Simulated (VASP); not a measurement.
Ag, 1 atom in the cell. It takes space group Im-3m (No. 229, cubic). Conventional cell: a = 3.311 Å, b = 3.311 Å, c = 3.311 Å, α = 90.00°, β = 90.00°, γ = 90.00°. Ag (site symmetry m-3m) has 14 Ag at 2.87 to 3.31 Å within 3.8 Å. 

| Item | Value |
| --- | --- |
| Program | VASP 6.6.1 |
| Task | single point |
| Functional | PBE |
| Potentials or basis | VASP PAW PBE potentials, release 64 (Ag) |
| Cutoff | 520 eV |
| k mesh | 11 × 11 × 11 |
| Occupations | gaussian, width 0.015 eV |
| Spin | no spin polarisation |
| Dipole correction | no |
| Further INCAR settings | ALGO = Normal; EDIFF = 1e-06; NBANDS = 12 |

Potentials or basis: VASP PAW PBE potentials, release 64 (Ag).

Launch:

```sh
$ cat potpaw_PBE.64/Ag/POTCAR > POTCAR
$ mpirun -np 1 vasp_std > vasp.out
```

Hardware: 1 thread of Intel Xeon 8259CL, with other jobs on the host.

Problem. How long does it take, and how much memory?

Solution. It took 20 s on 1 thread of Intel Xeon 8259CL, with other jobs on the host, peak memory 0.14 GiB. Counts: scf iterations 11, k points 56.
